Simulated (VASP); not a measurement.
# Li2TaO3 (P4mm) in VASP: a series of runs, part 2 of 2

VASP 6.6.1. The steps go on from the part before.

### Step 3. Single point, PBE

This run uses another cell than the first one, of 18.31 Å³/atom.

Input file INCAR:

```
SYSTEM = Li2TaO3
PREC = Accurate
ENCUT = 520
EDIFF = 1E-6
ISMEAR = 0
SIGMA = 0.1
LREAL = .FALSE.
LASPH = .TRUE.
NELM = 80
ALGO = Normal
ISIF = 2
LWAVE = .FALSE.
LCHARG = .TRUE.
GGA = PE
LELF = .TRUE.
LVHAR = .TRUE.
NBANDS = 26
```

Input file KPOINTS:

```
regular mesh
0
G
  4 4 4
  0 0 0
```

Input file POSCAR:

```
Li2TaO3
1.0
    3.7852468249      0.0000000000      0.0000000000
    0.0000000000      3.7852468249      0.0000000000
    0.0000000000      0.0000000000      7.6658713139
Li Ta O
2 1 3
Direct
    0.0000000000      0.0000000000      0.9888815557
    0.0000000000      0.0000000000      0.5500842625
    0.5000000000      0.5000000000      0.3600966292
    0.5000000000      0.5000000000      0.1259481228
    0.5000000000      0.0000000000      0.4353385849
    0.0000000000      0.5000000000      0.4353385849
```

Potentials or basis: VASP PAW PBE potentials, release 64 (Li_sv, Ta_pv, O).

Command:

```sh
> cat potpaw_PBE.64/Li_sv/POTCAR potpaw_PBE.64/Ta_pv/POTCAR potpaw_PBE.64/O/POTCAR > POTCAR
> mpirun -np 1 vasp_std > vasp.out
```

Run time: 34 s. Hardware: 1 thread of AMD EPYC 9R45 (Zen 5), shared host; peak memory 0.2 GiB.

Results (log left out):

* Free energy: -42.8076 eV
* Largest force: 0.308 eV/Å
* Band gap on the k mesh: zero (an odd number of electrons rules out a gap without spin polarisation)

Forces in eV/Å, atoms in the order of the input:
```
Li   0.000  0.000  0.003
Li   0.000  0.000 -0.003
Ta   0.000  0.000  0.248
O    0.000  0.000 -0.308
O    0.000  0.000  0.030
O    0.000  0.000  0.030
```

Levels at points of the mesh, in eV from the Fermi level:
| k point | band 13 | band 14 | band 15 | band 16 | band 17 | band 18 | band 19 | band 20 | band 21 | band 22 |
| --- | --- | --- | --- | --- | --- | --- | --- | --- | --- | --- |
| (0.00, 0.00, 0.00) | -5.78 | -5.55 | -5.55 | -4.65 | -4.65 | -1.35 | -0.99 | 1.10 | 2.56 | 2.56 |
| (0.50, 0.00, 0.00) | -6.89 | -6.14 | -5.72 | -5.11 | -4.86 | 0.72 | 0.88 | 1.11 | 1.45 | 2.69 |
| (0.50, 0.50, 0.00) | -6.87 | -5.98 | -5.11 | -5.11 | -3.95 | 1.23 | 1.30 | 1.43 | 1.43 | 2.77 |
| (0.00, 0.00, 0.50) | -5.74 | -5.55 | -5.55 | -4.65 | -4.65 | -0.99 | -0.95 | 0.23 | 2.57 | 2.57 |
| (0.50, 0.00, 0.50) | -6.91 | -6.14 | -5.70 | -5.08 | -4.86 | 0.65 | 1.11 | 1.45 | 1.66 | 2.06 |
| (0.50, 0.50, 0.50) | -6.88 | -5.99 | -5.09 | -5.09 | -3.95 | 1.26 | 1.35 | 1.35 | 1.44 | 2.86 |

Caveat: the k points lie up to 0.41 Å⁻¹ apart, too coarse for converged energies and pressures of a metal; the cutoff is under 1.25 times the usual one of these potentials, so pressure, stress and relaxed cells hold a basis-set (Pulay) error; spin-orbit coupling is left out, which moves the levels of the heavy elements; an odd number of electrons without spin polarisation forces a metal; a magnetic or distorted state may lie lower.

### Step 4. Single point, PBE

This run uses another cell than the first one, of 18.37 Å³/atom.

Input file INCAR:

```
  ALGO = Normal
  EDIFF = 1E-6
  ENCUT = 520
  GGA = PE
  ISIF = 2
  ISMEAR = 0
  LASPH = True
  LCHARG = True
  LELF = True
  LREAL = False
  LVHAR = True
  LWAVE = False
  NBANDS = 26
  NELM = 80
  PREC = Accurate
  SIGMA = 0.1
```

Input file KPOINTS:

```
k-points
0
Gamma
  10 10 6
```

Input file POSCAR:

```
Li2TaO3
1.0
    3.7855010784      0.0000000000      0.0000000000
    0.0000000000      3.7855010784      0.0000000000
    0.0000000000      0.0000000000      7.6934637381
Li Ta O
2 1 3
Direct
    0.0000000000      0.0000000000      1.0023624993
    0.0000000000      0.0000000000      0.5408246599
    0.5000000000      0.5000000000      0.3583538677
    0.5000000000      0.5000000000      0.1238094908
    0.5000000000      0.0000000000      0.4351686112
    0.0000000000      0.5000000000      0.4351686112
```

Command:

```sh
> cat potpaw_PBE.64/Li_sv/POTCAR potpaw_PBE.64/Ta_pv/POTCAR potpaw_PBE.64/O/POTCAR > POTCAR
> mpirun -np 1 vasp_std > vasp.out
```

It took 2 min on 1 thread of AMD EPYC 9R45 (Zen 5), shared host; peak memory 0.32 GiB.

It converged, with:

| Quantity | Value |
| --- | --- |
| Free energy | -42.8275 eV |
| Largest force | 0.291 eV/Å |
| Band gap on the k mesh | zero (an odd number of electrons rules out a gap without spin polarisation) |

Forces on the atoms (eV/Å):
```
Li   0.000  0.000  0.003
Li   0.000  0.000 -0.002
Ta   0.000  0.000  0.226
O    0.000  0.000 -0.291
O    0.000  0.000  0.032
O    0.000  0.000  0.032
```

Levels at points of the mesh, in eV from the Fermi level:
```
           k point  band 15  band 16  band 17  band 18  band 19  band 20
(0.00, 0.00, 0.00)    -5.49    -4.59    -4.59    -1.32    -0.81     1.05
(0.50, 0.00, 0.00)    -5.68    -5.08    -4.82     0.80     0.91     1.22
(0.50, 0.50, 0.00)    -5.09    -5.09    -3.87     1.28     1.28     1.46
(0.00, 0.00, 0.50)    -5.49    -4.59    -4.59    -0.89    -0.81     0.15
(0.50, 0.00, 0.50)    -5.66    -5.06    -4.82     0.67     1.22     1.55
(0.50, 0.50, 0.50)    -5.07    -5.07    -3.87     1.25     1.39     1.39
```

Caveat: the cutoff is under 1.25 times the usual one of these potentials, so pressure, stress and relaxed cells hold a basis-set (Pulay) error; spin-orbit coupling is left out, which moves the levels of the heavy elements; an odd number of electrons without spin polarisation forces a metal; a magnetic or distorted state may lie lower.

### Step 5. Relaxation of cell and atoms, PBE

This run uses another cell than the first one, of 18.31 Å³/atom.

Input file INCAR:

```
PREC = Accurate
ENCUT = 600
EDIFF = 1E-7
ISMEAR = 0
SIGMA = 0.1
LREAL = F
LASPH = T
NELM = 100
ALGO = Normal
ISIF = 3
LWAVE = F
LCHARG = F
GGA = PE
IBRION = 2
NSW = 100
EDIFFG = -0.01
```

Input file KPOINTS:

```
Automatic mesh
0
Gamma
  10 10 6
```

Input file POSCAR:

```
Li2TaO3
1.0
    3.7852468249      0.0000000000      0.0000000000
    0.0000000000      3.7852468249      0.0000000000
    0.0000000000      0.0000000000      7.6658713139
Li Ta O
2 1 3
Direct
    0.0000000000      0.0000000000      0.9888815557
    0.0000000000      0.0000000000      0.5500842625
    0.5000000000      0.5000000000      0.3600966292
    0.5000000000      0.5000000000      0.1259481228
    0.5000000000      0.0000000000      0.4353385849
    0.0000000000      0.5000000000      0.4353385849
```

Command:

```sh
> cat potpaw_PBE.64/Li_sv/POTCAR potpaw_PBE.64/Ta_pv/POTCAR potpaw_PBE.64/O/POTCAR > POTCAR
> mpirun -np 1 vasp_std > vasp.out
```

It took 29 min on 1 thread of AMD EPYC 9R45 (Zen 5), shared host; peak memory 0.37 GiB.

The run converged. Its results:

| Quantity | Value |
| --- | --- |
| Free energy | -42.8364 eV |
| Relaxed volume | 18.17 Å³/atom |
| Relaxed cell | a = 3.787 Å, b = 3.787 Å, c = 7.601 Å, α = 90.00°, β = 90.00°, γ = 90.00° |
| Space group after relaxing (to 0.1 Å) | P4mm (No. 99) |
| Energy gained by relaxing | 2.9 meV/atom |
| Ionic steps | 29 |
| Pressure after relaxing | 0.0 GPa |
| Largest force after relaxing | 0.005 eV/Å |
| Band gap on the k mesh | zero (an odd number of electrons rules out a gap without spin polarisation) |

Forces on the atoms (eV/Å):
```
Li   0.000  0.000  0.004
Li   0.000  0.000 -0.005
Ta   0.000  0.000 -0.004
O    0.000  0.000  0.003
O    0.000  0.000  0.001
O    0.000  0.000  0.001
```

Step by step:
| step | energy change (eV) | largest force (eV/Å) | pressure (GPa) | volume (Å³) |
| --- | --- | --- | --- | --- |
| 1 | 0.0000 | 0.5379 | 0.56 | 109.84 |
| 2 | 0.0211 | 1.4726 | -1.54 | 110.86 |
| 3 | -0.0036 | 0.2477 | -0.05 | 110.11 |
| 4 | -0.0073 | 0.1228 | -0.41 | 110.25 |
| 5 | -0.0077 | 0.1182 | -0.59 | 110.32 |
| 6 | -0.0104 | 0.0861 | -0.24 | 109.72 |
| 7 | -0.0113 | 0.0769 | 0.11 | 109.13 |
| 8 | -0.0120 | 0.0802 | 0.00 | 109.14 |
| 9 | -0.0121 | 0.1923 | -0.08 | 109.14 |
| 10 | -0.0123 | 0.1879 | -0.08 | 109.14 |
| 11 | -0.0129 | 0.1741 | -0.08 | 109.12 |
| 12 | -0.0139 | 0.1463 | -0.10 | 109.10 |
| 13 | -0.0153 | 0.0918 | -0.12 | 109.04 |
| 14 | -0.0160 | 0.0360 | -0.16 | 108.93 |
| 15 | -0.0161 | 0.0379 | -0.15 | 108.96 |
| 16 | -0.0162 | 0.0356 | -0.05 | 108.87 |
| 17 | -0.0163 | 0.0338 | 0.06 | 108.77 |
| 18 | -0.0163 | 0.0406 | 0.08 | 108.75 |
| 19 | -0.0164 | 0.0476 | 0.08 | 108.75 |
| 20 | -0.0164 | 0.0879 | 0.07 | 108.74 |
| 21 | -0.0164 | 0.0851 | 0.07 | 108.76 |
| 22 | -0.0166 | 0.0765 | 0.05 | 108.79 |
| 23 | -0.0169 | 0.0586 | 0.03 | 108.86 |
| 24 | -0.0172 | 0.0250 | -0.02 | 108.99 |
| 25 | -0.0170 | 0.0490 | -0.12 | 109.26 |
| 26 | -0.0173 | 0.0225 | -0.05 | 109.06 |
| 27 | -0.0173 | 0.0374 | 0.04 | 109.01 |
| 28 | -0.0173 | 0.0194 | 0.00 | 109.03 |
| 29 | -0.0173 | 0.0054 | 0.03 | 109.01 |

Final structure:
```
CELL_PARAMETERS angstrom
3.78697 0.00000 0.00000
0.00000 3.78697 0.00000
0.00000 0.00000 7.60137
ATOMIC_POSITIONS crystal
Li 0.00000 0.00000 0.00309
Li 0.00000 0.00000 0.54211
Ta 0.50000 0.50000 0.35832
O 0.50000 0.50000 0.11981
O 0.50000 0.00000 0.43618
O 0.00000 0.50000 0.43618
```

Levels at points of the mesh, in eV from the Fermi level:
```
           k point  band 13  band 14  band 15  band 16  band 17  band 18  band 19  band 20  band 21
(0.00, 0.00, 0.00)    -5.76    -5.48    -5.48    -4.60    -4.60    -1.31    -0.82     1.06     2.65
(0.50, 0.00, 0.00)    -6.79    -6.05    -5.68    -5.09    -4.80     0.80     0.91     1.20     1.42
(0.50, 0.50, 0.00)    -6.76    -5.90    -5.09    -5.09    -3.88     1.23     1.26     1.43     1.43
(0.00, 0.00, 0.50)    -5.71    -5.48    -5.48    -4.60    -4.60    -0.86    -0.82     0.15     2.66
(0.50, 0.00, 0.50)    -6.82    -6.05    -5.66    -5.05    -4.80     0.65     1.20     1.57     1.66
(0.50, 0.50, 0.50)    -6.77    -5.92    -5.06    -5.06    -3.88     1.22     1.35     1.35     1.44
```

Caveat: the cutoff is under 1.25 times the usual one of these potentials, so pressure, stress and relaxed cells hold a basis-set (Pulay) error; spin-orbit coupling is left out, which moves the levels of the heavy elements; an odd number of electrons without spin polarisation forces a metal; a magnetic or distorted state may lie lower.

### Step 6. Summary

| task | cell | k mesh | cutoff (eV) | gap on the mesh (eV) | largest force (eV/Å) |
| --- | --- | --- | --- | --- | --- |
| single point | a = 3.929, b = 3.929, c = 5.267 Å, 6 atoms, atomic positions A | 4 × 4 × 4 | 520 | none | 3.61 |
| single point | a = 3.785, b = 3.785, c = 7.666 Å, 6 atoms, atomic positions B | 4 × 4 × 4 | 520 | none | 0.31 |
| single point | a = 3.786, b = 3.786, c = 7.693 Å, 6 atoms, atomic positions C | 10 × 10 × 6 | 520 | none | 0.29 |
| relaxation of cell and atoms | relaxed from a = 3.785, b = 3.785, c = 7.666 Å, 6 atoms, atomic positions B | 10 × 10 × 6 | 600 | none | 0.01 |

Alike in all rows: level PBE; potentials or basis VASP PAW PBE potentials, release 64 (Li_sv, Ta_pv, O); no spin polarisation; smearing gaussian 0.1 eV.

Caveats: some runs use coarse meshes; the cutoff is under 1.25 times the usual one of these potentials, so pressure, stress and relaxed cells hold a basis-set (Pulay) error; spin-orbit coupling is left out, which moves the levels of the heavy elements; an odd number of electrons without spin polarisation forces a metal; a magnetic or distorted state may lie lower.

Absolute energies hang on the potentials; compare differences alone.
